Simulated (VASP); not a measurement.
Ti2O: single point with r2SCAN

The system is Ti2O.

```
Ti O
1.0
     2.91940    0.00000    0.00000
    -1.45970    2.52827    0.00000
     0.00000    0.00000    4.71300
Ti O
2 1
Direct
  0.66667 0.33333 0.27874
  0.33333 0.66667 0.72126
  0.00000 0.00000 0.00000
```

```json
{"Program": "VASP 6.6.1", "Task": "single point", "Functional": "r2SCAN", "Potentials or basis": "VASP PAW PBE potentials, release 64 (Ti_sv, O)", "Cutoff": "660 eV", "k mesh": "9 × 9 × 5", "Occupations": "gaussian, width 0.1 eV", "Spin": "no spin polarisation"}
```

```
Pressure               : 10.0 GPa
Largest force          : 1.023 eV/Å
Band gap on the k mesh : zero (bands 15 and 16 overlap by 0.72 eV)
```

Forces on the atoms (eV/Å):
```
Ti   0.000  0.000 -1.023
Ti   0.000  0.000  1.023
O    0.000  0.000  0.000
```

Stress tensor (GPa, compression positive):
```
 7.44  0.00  0.00
 0.00  7.44  0.00
 0.00  0.00 15.05
```

Levels at points of the mesh, in eV from the Fermi level:
```tsv
k point	band 13	band 14	band 15	band 16	band 17	band 18
(0.00, 0.00, 0.00)	-4.12	-0.63	0.40	0.45	0.45	0.97
```

It took 3.7 min on 1 thread of Intel Xeon 8259CL, with other jobs on the host, peak memory 0.2 GiB.

Caveat: the cell stands under pressure; the PAW data sets were made with another functional, which shifts forces and pressure a little.
